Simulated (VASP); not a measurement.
Write the native input for VASP 6.6.1 that does the following.

- Task: single point
- Functional: RPBE
- Dispersion: D3(BJ)
- Potentials or basis: VASP PAW PBE potentials, release 64 (Cu)
- Cutoff: 600 eV
- k mesh: 13 × 13 × 13
- Occupations: fermi-dirac, width 0.05 eV
- Spin: no spin polarisation
- Dipole correction: no
- Further INCAR settings: ALGO = Normal; EDIFF = 1e-06; NBANDS = 12

The structure of Cu lies in POSCAR:

```
Cu
1.0
    0.0000000000      1.7953687620      1.7953687620
    1.7953687620      0.0000000000      1.7953687620
    1.7953687620      1.7953687620      0.0000000000
Cu
1
Direct
    0.0000000000      0.0000000000      0.0000000000
```

These files were run (other wordings do the same):

INCAR

```
SYSTEM = Cu
  PREC = Accurate
  ENCUT = 600
  EDIFF = 1E-6
  ISMEAR = -1
  SIGMA = 0.05
  LREAL = .FALSE.
  LASPH = .TRUE.
  NELM = 120
  ALGO = Normal
  ISIF = 2
  LWAVE = .FALSE.
  LCHARG = .TRUE.
  GGA = RP
  IVDW = 12
  LELF = .TRUE.
  LVHAR = .TRUE.
  NBANDS = 12
  GGA_COMPAT = .FALSE.
```

KPOINTS

```
regular mesh
0
G
  13 13 13
  0 0 0
```

Potentials or basis: VASP PAW PBE potentials, release 64 (Cu).

Command:

```bash
$ cat potpaw_PBE.64/Cu/POTCAR > POTCAR
$ mpirun -np 1 vasp_std > vasp.out
```

Results of the run:

```
Pressure                   : -29.9 GPa
Dispersion energy per atom : -2.938 eV
```

Caveat: the PAW data sets were made with another functional, which shifts forces and pressure a little; pairwise dispersion overbinds metals, which lowers pressure and volume.

Wall time 21 s on 1 thread of Intel Xeon 8259CL (shared host), peak memory 0.14 GiB.
